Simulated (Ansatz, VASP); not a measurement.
## HfSiO4 in VASP and in Ansatz

Contents of POSCAR:

```
HfSiO4
1.0
   -3.2579149212      3.2579149212      2.9559112561
    3.2579149212     -3.2579149212      2.9559112561
    3.2579149212      3.2579149212     -2.9559112561
Hf Si O
2 2 8
Direct
    0.0000000000      0.0000000000      0.0000000000
    0.7500000000      0.2500000000      0.5000000000
    0.2500000000      0.7500000000      0.5000000000
    0.5000000000      0.5000000000      0.0000000000
    0.1344881904      0.3200709985      0.8144171919
    0.0700709985      0.7556538066      0.6855828081
    0.0700709985      0.3844881904      0.3144171919
    0.5056538066      0.3200709985      0.1855828081
    0.6799290015      0.4943461934      0.8144171919
    0.6155118096      0.9299290015      0.6855828081
    0.2443461934      0.9299290015      0.3144171919
    0.6799290015      0.8655118096      0.1855828081
```

File INCAR.step1:

```
  PREC = Accurate
  ENCUT = 520
  ISMEAR = 0
  SIGMA = 0.01
  LREAL = False
  LASPH = True
  NELM = 80
  NBANDS = 50
  GGA = PE
  ALGO = Normal
  EDIFF = 1E-4
  LWAVE = True
  LCHARG = False
```

Contents of INCAR.step2:

```
  PREC = Accurate
  ENCUT = 520
  EDIFF = 1E-6
  ISMEAR = 0
  SIGMA = 0.01
  LREAL = False
  LASPH = True
  NELM = 80
  ALGO = Normal
  ISIF = 2
  LWAVE = False
  LCHARG = True
  METAGGA = R2SCAN
  LMIXTAU = True
  LELF = True
  LVHAR = True
  NBANDS = 50
  ISTART = 1
```

The input KPOINTS:

```
Automatic mesh
0
Gamma
  6 6 6
```

Input for Ansatz:

```yaml
crystal:
  lattice:
    - [-3.2579149212, 3.2579149212, 2.9559112561]
    - [3.2579149212, -3.2579149212, 2.9559112561]
    - [3.2579149212, 3.2579149212, -2.9559112561]
  atoms:
    - { symbol: Hf, position: [0.0, 0.0, 0.0] }
    - { symbol: Hf, position: [0.75, 0.25, 0.5] }
    - { symbol: Si, position: [0.25, 0.75, 0.5] }
    - { symbol: Si, position: [0.5, 0.5, 0.0] }
    - { symbol: O, position: [0.1344881904, 0.3200709985, 0.8144171919] }
    - { symbol: O, position: [0.0700709985, 0.7556538066, 0.6855828081] }
    - { symbol: O, position: [0.0700709985, 0.3844881904, 0.3144171919] }
    - { symbol: O, position: [0.5056538066, 0.3200709985, 0.1855828081] }
    - { symbol: O, position: [0.6799290015, 0.4943461934, 0.8144171919] }
    - { symbol: O, position: [0.6155118096, 0.9299290015, 0.6855828081] }
    - { symbol: O, position: [0.2443461934, 0.9299290015, 0.3144171919] }
    - { symbol: O, position: [0.6799290015, 0.8655118096, 0.1855828081] }
kpoints:
  mp_grid: { grid: [6, 6, 6] }
  band_path:
    path:
      - [0.0, 0.0, 0.0]
      - [0.0, 0.0, 0.5]
      - [-0.5, 0.5, 0.5]
      - [0.4557990254, 0.4557990254, -0.4557990254]
      - [-0.4557990254, 0.5442009746, 0.4557990254]
      - [0.25, 0.25, 0.25]
      - [0.0, 0.5, 0.0]
      - [0.1666666667, 0.1666666667, 0.1666666667]
      - [0.177083, 0.291667, 0.265625]
    npoints: 1
hamiltonian:
  xc: r2scan
scf:
  occupations: { method: fixed }
  n_extra_bands: 7
output:
  forces: true
  stress: true
  eigenvalues: true
```

Change from the starting cell: hydrostatic strain -1.0%.

Alike in both runs: task single point; functional r2SCAN; k mesh 6 × 6 × 6; no spin polarisation.

|  | VASP | Ansatz |
| --- | --- | --- |
| version | VASP 6.6.1 | Ansatz 0.2.0 |
| potentials or method | VASP PAW PBE potentials, release 64 (Hf_pv, Si, O) | plane waves, PAW |
| plane-wave cutoff (eV) | 520 | 500 |
| occupations | gaussian, width 0.01 eV | fixed |
| valence electrons in the cell | 76 | 108 |

```csv
,VASP,Ansatz,Ansatz less VASP
gap on the k mesh at the Fermi level (eV),6.13,6.18,+0.052
pressure (GPa),5.8,7.7,+1.92
"traceless stress, the component that is largest in VASP (GPa)",1.34,0.89,-0.451
rms of the force components (eV/Å),0.108,0.001,-0.1066
```

VASP's potentials were made for PBE, not for r2SCAN. Atom by atom the forces differ by 0.107 eV/Å (rms over components). VASP's potentials hold 76 valence electrons a cell and Ansatz's 108, so a difference there can come from the potentials and not from the codes.

Neither program's run includes spin-orbit coupling.
